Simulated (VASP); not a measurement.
Runs of VASP 6.6.1 on Ir. The structure is that of space group Im-3m (No. 229), or close to it. The cells are those of the table. This isn't the form of Ir at room conditions, which is fcc.

```csv
task,cell,k mesh,gap on the mesh (eV),pressure (GPa)
single point,"a = 2.667 Å, angles 109.5°, 1 atom",16 × 16 × 16,none,26.4
single point,"a = 2.778 Å, angles 109.5°, 1 atom",16 × 16 × 16,none,-9.3
single point,"a = 2.814 Å, angles 109.5°, 1 atom",16 × 16 × 16,none,-16.4
single point,"a = 2.742 Å, angles 109.5°, 1 atom",14 × 14 × 14,none,(a)
relaxation of cell and atoms,"relaxed from a = 2.639 Å, angles 109.5°, 1 atom",14 × 14 × 14,none,0.0
```

Alike in all rows: level BLYP; potentials or basis VASP PAW PBE potentials, release 64 (Ir_sv_GW); no spin polarisation; cutoff (eV) 560; smearing fermi-dirac 0.1 eV.

Problem. Estimate the missing entries.

Solution. (a) -0.3.

Caveats: the PAW data sets were made with another functional, which shifts forces and pressure a little; spin-orbit coupling is left out, which moves the levels of the heavy elements; the cell stands under tension (at least some runs); the cell stands under pressure (at least some runs).

A k mesh can miss the band edges, and the runs leave out spin-orbit coupling on Ir.

A gap of «none» marks levels without a gap at the run's occupations.
